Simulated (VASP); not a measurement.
Write the native input for VASP 6.6.1 that does the following.

```yaml
Task: single point
Functional: PBE0
Potentials_or_basis: VASP PAW PBE potentials, release 64 (Ga_d, N)
Cutoff: 520 eV
k_mesh: 5 × 5 × 3
Occupations: fermi-dirac, width 0.05 eV
Spin: no spin polarisation
Dipole_correction: no
Grid_for_exact_exchange_PRECFOCK: Normal
Further_INCAR_settings: ALGO = Normal; EDIFF = 1e-06; NBANDS = 26
Share_of_exact_exchange: 0.25
```

Crystal: GaN.

```
Ga N
1.0
     3.18000    0.00000    0.00000
    -1.59000    2.75396    0.00000
     0.00000    0.00000    5.16600
Ga N
2 2
Cartesian
  1.5900 0.9180 2.5830
  0.0000 1.8360 0.0000
  1.5900 0.9180 4.5203
  0.0000 1.8360 1.9373
```

One way to write it, as run:

POSCAR

```
GaN
1.0
    3.1800000000      0.0000000000      0.0000000000
   -1.5900000000      2.7539607840      0.0000000000
    0.0000000000      0.0000000000      5.1660000000
Ga N
2 2
Direct
    0.6666666667      0.3333333333      0.5000000000
    0.3333333333      0.6666666667      0.0000000000
    0.6666666667      0.3333333333      0.8750000000
    0.3333333333      0.6666666667      0.3750000000
```

INCAR.step1

```
SYSTEM = GaN
ALGO = Normal ; EDIFF = 1E-5
ENCUT = 520 ; GGA = PE
ISIF = 2 ; ISMEAR = -1
LASPH = .True. ; LCHARG = .False.
LREAL = .False. ; LWAVE = .True.
NBANDS = 26 ; NELM = 100
PREC = Accurate ; SIGMA = 0.05
```

INCAR.step2

```
SYSTEM = GaN
AEXX = 0.25 ; ALGO = Normal
EDIFF = 1E-6 ; ENCUT = 520
GGA = PE ; ISIF = 2
ISMEAR = -1 ; ISTART = 1
LASPH = .True. ; LCHARG = .False.
LHFCALC = .True. ; LREAL = .False.
LWAVE = .False. ; NBANDS = 26
NELM = 100 ; PREC = Accurate
PRECFOCK = Normal ; SIGMA = 0.05
```

KPOINTS

```
k-points
0
Gamma
  5 5 3
  0 0 0
```

Potentials or basis: VASP PAW PBE potentials, release 64 (Ga_d, N).

Run with:

```bash
$ cat potpaw_PBE.64/Ga_d/POTCAR potpaw_PBE.64/N/POTCAR > POTCAR
$ cp INCAR.step1 INCAR
$ mpirun -np 1 vasp_std > vasp.out
$ cp INCAR.step2 INCAR
$ mpirun -np 1 vasp_std > vasp.out
```

It gave:

```json
{
  "Pressure": "0.8 GPa",
  "Largest force": "0.153 eV/Å",
  "Band gap on the k mesh": "4.00 eV"
}
```

Caveat: the k points lie up to 0.46 Å⁻¹ apart; the PAW data sets were made with another functional, which shifts forces and pressure a little.

Wall time 52 min on 1 thread of AMD EPYC 7R43 64-Core Processor (Zen 3), with other jobs on the host, peak memory 0.14 GiB.
